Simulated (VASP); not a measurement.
Set up this calculation in VASP 6.6.1, as the native input.

- Task: single point
- Functional: PBE
- Potentials or basis: VASP PAW PBE potentials, release 64 (B, N)
- Cutoff: 520 eV
- k mesh: 13 × 13 × 13
- Occupations: fermi-dirac, width 0.03 eV
- Spin: no spin polarisation
- Dipole correction: no
- Further INCAR settings: ALGO = Normal; EDIFF = 1e-07; NBANDS = 11

The structure of BN lies in POSCAR:

```
BN
1.0
    0.0000000000      1.7894250000      1.8075000000
    1.7894250000      0.0000000000      1.8075000000
    1.7894250000      1.7894250000      0.0000000000
B N
1 1
Direct
    0.0000000000      0.0000000000      0.0000000000
    0.7500000000      0.7500000000      0.7500000000
```

This cell differs from its parent crystal: equal xx and yy strain of -1 %.

The input as run:

INCAR

```
SYSTEM = BN
  ALGO = Normal
  EDIFF = 1E-7
  ENCUT = 520
  GGA = PE
  ISIF = 2
  ISMEAR = -1
  LASPH = .True.
  LCHARG = .False.
  LREAL = .False.
  LWAVE = .False.
  NBANDS = 11
  NELM = 60
  PREC = Accurate
  SIGMA = 0.03
```

KPOINTS

```
k-points
0
Gamma
  13 13 13
  0 0 0
```

Potentials or basis: VASP PAW PBE potentials, release 64 (B, N).

Run with:

```console
$ cat potpaw_PBE.64/B/POTCAR potpaw_PBE.64/N/POTCAR > POTCAR
$ mpirun -np 1 vasp_std > vasp.out
```

Results of the run:

| Item | Value |
| --- | --- |
| Pressure | 11.3 GPa |
| Band gap on the k mesh | 4.47 eV, indirect (least direct gap 8.86 eV) |

Caveat: the cell differs from its parent crystal (equal xx and yy strain of -1 %).

It took 9.9 s on 1 thread of Intel(R) Xeon(R) 6975P-C (Granite Rapids), on a shared host, peak memory 0.13 GiB.
